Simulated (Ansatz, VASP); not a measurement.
One calculation of SiO2, two programs

```
Si O
1.0
     5.24411    0.00000    0.00000
     0.00000    5.24411    0.00000
     0.00000    0.00000    7.40983
Si O
4 8
Cartesian
  1.2560 1.2560 0.0000
  1.3661 3.8780 5.5574
  3.8780 1.3661 1.8525
  3.9881 3.9881 3.7049
  2.7412 3.9308 4.7213
  2.5029 1.3133 1.0164
  3.9308 2.7412 2.6886
  1.3088 5.1250 6.5737
  1.3133 2.5029 6.3935
  0.1191 3.9354 4.5410
  5.1250 1.3088 0.8361
  3.9354 0.1191 2.8688
```

Alike in both runs: task single point; functional r2SCAN; k mesh 6 × 6 × 4; occupations gaussian, width 0.02 eV; no spin polarisation.

|  | VASP | Ansatz |
| --- | --- | --- |
| version | VASP 6.6.1 | Ansatz 0.2.0 |
| potentials or method | VASP PAW PBE potentials, release 64 (Si, O), cutoff 520 eV | scalar-relativistic, plane waves, PAW |
| valence electrons in the cell | 64 | 64 |

```tsv
	VASP	Ansatz	Ansatz less VASP
gap on the k mesh at the Fermi level (eV)	6.03	6.03	+0.007
least direct gap on the mesh (eV)	6.03	6.03	+0.007
pressure (GPa)	-1.9	-2.0	-0.09
rms of the force components (eV/Å)	0.006	0.004	-0.0018
```

VASP's potentials were made for PBE, not for r2SCAN. Atom by atom the forces differ by 0.002 eV/Å (rms over components).
